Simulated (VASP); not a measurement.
# WS2 (Cm) in VASP: single point with PBEsol

Aim: the single point of WS2 with PBEsol.

Everything below comes from runs of VASP 6.6.1. Logs are shortened: lines on timing, memory, paths and dates and some standing lists are left out, and cuts for length are marked.

### Step 1. The cell of the first run

Symmetry: Cm, No. 8, monoclinic system. Conventional cell: a = 12.870 Å, b = 3.148 Å, c = 5.452 Å, α = 90.00°, β = 98.12°, γ = 90.00°. W (site symmetry m) has 6 S at 2.32 to 2.50 Å within 3.1 Å. Within 3.0 Å of W (site symmetry m) lie 6 S at 2.30 to 2.48 Å. S (site symmetry m) has 3 W at 2.46 to 2.48 Å and 7 S at 3.11 to 3.20 Å within 3.3 Å. Within 3.1 Å of S (site symmetry m) lie 3 W at 2.32 to 2.34 Å. Within 3.0 Å of S (site symmetry m) lie 3 W at 2.30 to 2.35 Å. Within 3.2 Å of S (site symmetry m) lie 3 W at 2.46 to 2.50 Å and 5 S at 3.08 to 3.15 Å.

### Step 2. Single point, PBEsol (mode 11 (346.3 1/cm) frozen in, largest displacement +0.113 Å)

Contents of INCAR:

```
PREC = Accurate ; ENCUT = 520
EDIFF = 1E-6 ; ISMEAR = 0
SIGMA = 0.05 ; LREAL = F
LASPH = T ; NELM = 80
ALGO = Normal ; ISIF = 2
LWAVE = F ; LCHARG = F
GGA = PS ; NBANDS = 35
```

Contents of KPOINTS:

```
Automatic mesh
0
Gamma
  10 6 10
```

Contents of POSCAR:

```
WS2
1.0
   -3.1476068045      0.0000000000      0.0000000000
    0.0000000000      5.4518149077      0.0000000000
    1.5738034023     -0.9086358179     -6.3704647422
W S
2 4
Direct
    0.5015583429      0.5005756009      0.0031166857
    0.0004561981      0.0000959127      0.0009123963
    0.8699053797      0.6186025630      0.7398107594
    0.3862055261      0.1334344056      0.7724110522
    0.1158298190      0.7131746696      0.2316596380
    0.6321447342      0.2028168482      0.2642894684
```

Potentials or basis: VASP PAW PBE potentials, release 64 (W_sv, S).

On the command line:

```sh
$ cat potpaw_PBE.64/W_sv/POTCAR potpaw_PBE.64/S/POTCAR > POTCAR
$ mpirun -np 1 vasp_std > vasp.out
```

OUTCAR:

```text
PREC = Accurate
   ENCUT = 520
   EDIFF = 1E-6
   ISMEAR = 0
   LREAL = F
   LASPH = T
   NELM = 80
   ISIF = 2
   GGA = PS

 ion  position               nearest neighbor table
   1  0.502  0.501  0.003-   4 2.32   5 2.35   5 2.35   3 2.46   3 2.46   6 2.50   2 3.15   2 3.15
                             2 3.15   2 3.15
   2  0.000  0.000  0.001-   5 2.30   4 2.34   4 2.34   6 2.46   6 2.46   3 2.48   1 3.15   1 3.15
                             1 3.15   1 3.15
   3  0.870  0.619  0.740-   1 2.46   1 2.46   2 2.48
   4  0.386  0.133  0.772-   1 2.32   2 2.34   2 2.34
   5  0.116  0.713  0.232-   2 2.30   1 2.35   1 2.35
   6  0.632  0.203  0.264-   2 2.46   2 2.46   1 2.50

  LATTYP: Found a base centered monoclinic cell.
 ALAT       =    12.8698780229
 B/A-ratio  =     0.2445716112
 C/A-ratio  =     0.4236104568
 COS(beta)  =    -0.1412034856

  Lattice vectors:

 A1 = (   1.5738034023,  -0.9086358179,  -6.3704647422)
 A2 = (  -1.5738034022,  -0.9086358179,  -6.3704647422)
 A3 = (   0.0000000000,   5.4518149077,   0.0000000000)

Analysis of symmetry for initial positions (statically):
=====================================================================
 Subroutine PRICEL returns:
 Original cell was already a primitive cell.

 Routine SETGRP: Setting up the symmetry group for a
 base centered monoclinic supercell.

 Subroutine GETGRP returns: Found  2 space group operations
 (whereof  2 operations were pure point group operations)
 out of a pool of  4 trial point group operations.

The static configuration has the point symmetry C_1h.

Analysis of symmetry for dynamics (positions and initial velocities):
=====================================================================
 Subroutine PRICEL returns:
 Original cell was already a primitive cell.

 Routine SETGRP: Setting up the symmetry group for a
 base centered monoclinic supercell.

 Subroutine GETGRP returns: Found  2 space group operations
 (whereof  2 operations were pure point group operations)
 out of a pool of  4 trial point group operations.

The dynamic configuration has the point symmetry C_1h.

 Subroutine INISYM returns: Found  2 space group operations
 (whereof  2 operations are pure point group operations),
 and found     1 'primitive' translations

----------------------------------------------------------------------------------------

                                     Primitive cell

  volume of cell :     109.3183

[... 99 lines left out ...]
   NSW    =      0    number of steps for IOM
   IBRION =     -1    ionic relax: 0-MD 1-quasi-New 2-CG
   NFREE  =      0    steps in history (QN), initial steepest desc. (CG)
   ISIF   =      2    stress and relaxation
   ISYM   =      2    0-nonsym 1-usesym 2-fastsym
   POTIM  = 0.5000    time-step for ionic-motion
   TEBEG  =    0.0;   TEEND  =   0.0 temperature during run
   PSTRESS=    0.0 pullay stress
   NELECT =      52.0000    total number of electrons
   NUPDOWN=      -1.0000    fix difference up-down
   EMIN   =  10.00;   EMAX   =-10.00  energy-range for DOS
   EFERMI =   0.00;   METHOD = LEGACY
   ISMEAR =     0;   SIGMA  =   0.05  broadening in eV -4-tet -1-fermi 0-gaus
   EFERMI_NEDOS =   21; number of points for ismear=-14 and -15
   IALGO  =     38    algorithm
   IMIX   =      4    mixing-type and parameters
     AMIX     =   0.40;   BMIX     =  1.00
     AMIX_MAG =   1.60;   BMIX_MAG =  1.00
  volume/ion in A,a.u.               =      18.22       122.95
  Fermi-wavevector in a.u.,A,eV,Ry     =   1.277944  2.414963 22.220219  1.633140
  Thomas-Fermi vector in A             =   2.410515
   LORBIT       =      0    0 simple, 1 ext, 2 COOP (PROOUT), +10 PAW based schemes
   GGA     = PS    functional components
   LHFCALC =     F    Hartree Fock is set to
   AEXX    =    0.0000 exact exchange contribution
   IVDW    =     0    specifies the selected vdW correction
   LEPSILON=     F    determine dielectric tensor
   LRPA    =     F    only Hartree local field effects (RPA)
 non-spin polarized calculation
 Gauss-broadening in eV      SIGMA  =   0.05
  energy-cutoff  :      520.00
  volume of cell :      109.32
 maximum number of plane-waves:      2964
   NGX = 11   NGY = 21   NGZ = 25

 number of electron      52.0000000 magnetization

 Free energy of the ion-electron system (eV)
  ---------------------------------------------------
  ext. energy  EPLUGINS =         0.00000000
  ---------------------------------------------------
  free energy    TOTEN  =       -50.20139854 eV

  energy without entropy =      -50.20139854  energy(sigma->0) =      -50.20139854

 E-fermi :   7.2200     XC(G=0): -10.9069

 val. band max:        6.9598399492   @ k =   0.0000   0.0000   0.5000
 cond. band min:       8.0541888843   @ k =   0.2000   0.5000   0.0000
 fundamental gap:      1.0943489351
 Fermi energy:         7.2199937304

 k-point     1 :       0.0000    0.0000    0.0000
  band No.  band energies     occupation
      1     -67.5160      2.00000
      2     -67.4888      2.00000
      3     -31.9863      2.00000
      4     -31.7950      2.00000
      5     -31.7288      2.00000
      6     -31.6957      2.00000
[... 901 lines left out ...]
     34      11.3056      0.00000
     35      13.3706      0.00000

 [... further k-points ...]

------------------------ aborting loop because EDIFF is reached ----------------------------------------

  FORCE on cell =-STRESS in cart. coord.  units (eV):
  Direction    XX          YY          ZZ          XY          YZ          ZX
  --------------------------------------------------------------------------------------
  -------------------------------------------------------------------------------------
  Total        0.7415781      1.2008627      0.5926098     -0.0000000      0.0990484     -0.0000000
  in kB       10.8686298     17.5999420      8.6853381     -0.0000000      1.4516621     -0.0000000
  external PRESSURE =      12.3846366 kB  Pullay stress =       0.0000000 kB

 VOLUME and BASIS-vectors are now :
 -----------------------------------------------------------------------------
  energy-cutoff  :      520.00
  volume of cell :      109.32
      direct lattice vectors                 reciprocal lattice vectors
    -3.147606805  0.000000000  0.000000000    -0.317701690  0.000000000 -0.078487209
     0.000000000  5.451814908  0.000000000     0.000000000  0.183425156 -0.026162403
     1.573803402 -0.908635818 -6.370464742     0.000000000  0.000000000 -0.156974419

 POSITION                                       TOTAL-FORCE (eV/Angst)
 -----------------------------------------------------------------------------------
     -1.57380      2.72621     -0.01985        -0.000000      0.133647      0.563834
      0.00000     -0.00031     -0.00581         0.000000      0.193275     -0.524953
     -1.57380      2.70029     -4.71294         0.000000      0.320966     -1.284918
      0.00000      0.02562     -4.92062        -0.000000     -0.412889      1.654303
      0.00000      3.67760     -1.47578         0.000000     -0.738619     -1.677815
     -1.57380      0.86558     -1.68365        -0.000000      0.503619      1.269549
 -----------------------------------------------------------------------------------
    total drift:                                0.000014      0.000083     -0.000140

  FREE ENERGIE OF THE ION-ELECTRON SYSTEM (eV)
  ---------------------------------------------------
  free  energy   TOTEN  =       -50.2013985397 eV

  energy  without entropy=      -50.2013985397  energy(sigma->0) =      -50.20139854
```

OSZICAR:

```text
N       E                     dE             d eps       ncg     rms          rms(c)
DAV:   1     0.491460082088E+03    0.49146E+03   -0.26758E+04 12872   0.148E+03
DAV:   2    -0.194870858066E+02   -0.51095E+03   -0.49305E+03 13913   0.409E+02
DAV:   3    -0.519818878016E+02   -0.32495E+02   -0.31970E+02 14932   0.968E+01
DAV:   4    -0.527671963752E+02   -0.78531E+00   -0.78203E+00 14723   0.159E+01
DAV:   5    -0.527833519681E+02   -0.16156E-01   -0.16146E-01 14567   0.242E+00    0.402E+01
DAV:   6    -0.505813872261E+02    0.22020E+01   -0.72643E+00 13848   0.183E+01    0.168E+01
DAV:   7    -0.503128129126E+02    0.26857E+00   -0.20729E+00 13363   0.762E+00    0.725E+00
DAV:   8    -0.502049818968E+02    0.10783E+00   -0.33032E-01 14079   0.392E+00    0.221E+00
DAV:   9    -0.502032154436E+02    0.17665E-02   -0.37738E-02 14283   0.116E+00    0.101E+00
DAV:  10    -0.502020025302E+02    0.12129E-02   -0.19306E-02 14112   0.107E+00    0.313E-01
DAV:  11    -0.502014391872E+02    0.56334E-03   -0.57212E-03 13319   0.585E-01    0.111E-01
DAV:  12    -0.502013673490E+02    0.71838E-04   -0.62779E-04 13377   0.162E-01    0.621E-02
DAV:  13    -0.502013836847E+02   -0.16336E-04   -0.55022E-05 13844   0.432E-02    0.340E-02
DAV:  14    -0.502013980690E+02   -0.14384E-04   -0.15645E-05 13129   0.229E-02    0.957E-03
DAV:  15    -0.502013985397E+02   -0.47072E-06   -0.13270E-06  9760   0.679E-03
   1 F= -.50201399E+02 E0= -.50201399E+02  d E =-.822307E-16
```

It took 7.1 min on 1 thread of Intel Xeon Platinum 8259CL at 2.50GHz (Skylake/Cascade Lake), shared host; peak memory 0.58 GiB.

What came out:

- Free energy: -50.2014 eV
- Pressure: 1.2 GPa
- Largest force: 1.833 eV/Å
- Band gap on the k mesh: 1.09 eV

Forces in eV/Å, atoms in the order of the input:
```
W    0.000  0.134  0.564
W    0.000  0.193 -0.525
S    0.000  0.321 -1.285
S    0.000 -0.413  1.654
S    0.000 -0.739 -1.678
S    0.000  0.504  1.270
```

Levels at points of the mesh, in eV from the valence-band top:
| k point | band 24 | band 25 | band 26 | band 27 | band 28 | band 29 |
| --- | --- | --- | --- | --- | --- | --- |
| (0.00, 0.00, 0.00) | -1.58 | -1.53 | -1.02 | 2.18 | 2.34 | 2.43 |
| (0.50, 0.00, 0.00) | -2.48 | -1.21 | -1.19 | 1.76 | 1.89 | 2.61 |
| (0.00, 0.50, 0.00) | -1.90 | -1.41 | -1.39 | 1.32 | 1.48 | 2.04 |
| (0.50, 0.50, 0.00) | -1.70 | -1.58 | -1.44 | 2.39 | 2.41 | 2.60 |
| (0.00, 0.00, 0.50) | -1.69 | -1.48 | 0.00 | 2.32 | 2.39 | 2.40 |
| (0.00, 0.50, 0.50) | -2.35 | -1.38 | -1.35 | 1.94 | 1.97 | 2.01 |

Caveat: the cell differs from its parent crystal (mode 11 (346.3 1/cm) frozen in, largest displacement +0.113 Å); the PAW data sets were made with another functional, which shifts forces and pressure a little; spin-orbit coupling is left out, which moves the levels of the heavy elements; this functional lacks dispersion, which binds the layers, so the pressure and a relaxed spacing across them are unreliable. A k mesh can miss the band edges.
